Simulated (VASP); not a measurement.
## N: relaxation of shape and atoms at fixed volume with PBE+D3(BJ)

N:

```
N
1.0
     4.13486    0.00000    0.00000
     0.00000    4.13486    0.00000
     0.00000    0.00000    5.37768
N
4
Direct
  0.90487 0.90487 0.00000
  0.59513 0.40487 0.50000
  0.09513 0.09513 0.00000
  0.40487 0.59513 0.50000
```

```json
{
 "Program": "VASP 6.6.1",
 "Task": "relaxation of shape and atoms at fixed volume",
 "Functional": "PBE",
 "Dispersion": "D3(BJ)",
 "Potentials or basis": "VASP PAW PBE potentials, release 64 (N)",
 "Cutoff": "600 eV",
 "k mesh": "6 × 6 × 4",
 "Occupations": "gaussian, width 0.02 eV",
 "Spin": "no spin polarisation",
 "Dipole correction": "no",
 "Further INCAR settings": "ALGO = Normal; EDIFF = 1e-06; IBRION = 2; EDIFFG = -0.01; NSW = 50; ISIF = 4"
}
```

```yaml
Energy_gained_by_relaxing: 0.0 meV/atom
Ionic_steps: 3
Pressure_after_relaxing: -0.3 GPa
Largest_force_after_relaxing: 0.005 eV/Å
Band_gap_on_the_k_mesh: 6.88 eV (least direct gap 7.05 eV)
Dispersion_energy_per_atom: -0.053 eV
```

Forces on the atoms (eV/Å):
```
N   -0.003 -0.003  0.000
N    0.003 -0.003  0.000
N    0.003  0.003  0.000
N   -0.003  0.003  0.000
```

Final structure:
```
N
1.0
     4.13477    0.00000    0.00000
     0.00000    4.13477    0.00000
     0.00000    0.00000    5.37790
N
4
Direct
  0.90489 0.90489 0.00000
  0.59511 0.40489 0.50000
  0.09511 0.09511 0.00000
  0.40489 0.59511 0.50000
```

Levels at points of the mesh, in eV from the valence-band top:
```csv
k point,band 6,band 7,band 8,band 9,band 10,band 11,band 12,band 13,band 14
"(0.00, 0.00, 0.00)",-1.39,-1.39,-1.29,-0.93,-0.18,6.88,7.72,8.05,8.05
"(0.50, 0.00, 0.00)",-1.58,-1.58,-1.58,-0.21,-0.21,7.85,7.85,7.86,7.86
"(0.50, 0.50, 0.00)",-1.72,-1.53,-1.53,-0.03,-0.03,7.64,7.64,8.56,8.56
"(0.00, 0.00, 0.50)",-1.76,-1.40,-1.40,-0.40,-0.40,7.27,7.27,8.04,8.04
"(0.50, 0.00, 0.50)",-1.72,-1.38,-1.38,-0.26,-0.26,7.51,7.51,8.14,8.14
"(0.50, 0.50, 0.50)",-1.76,-1.57,-1.57,0.00,0.00,7.67,7.67,8.56,8.56
```

Wall time 95 s on 1 thread of Intel Xeon 8259CL, with other jobs on the host, peak memory 0.25 GiB.

Caveat: the standard files for N, O and F lose accuracy on very short bonds. A k mesh can miss the band edges.
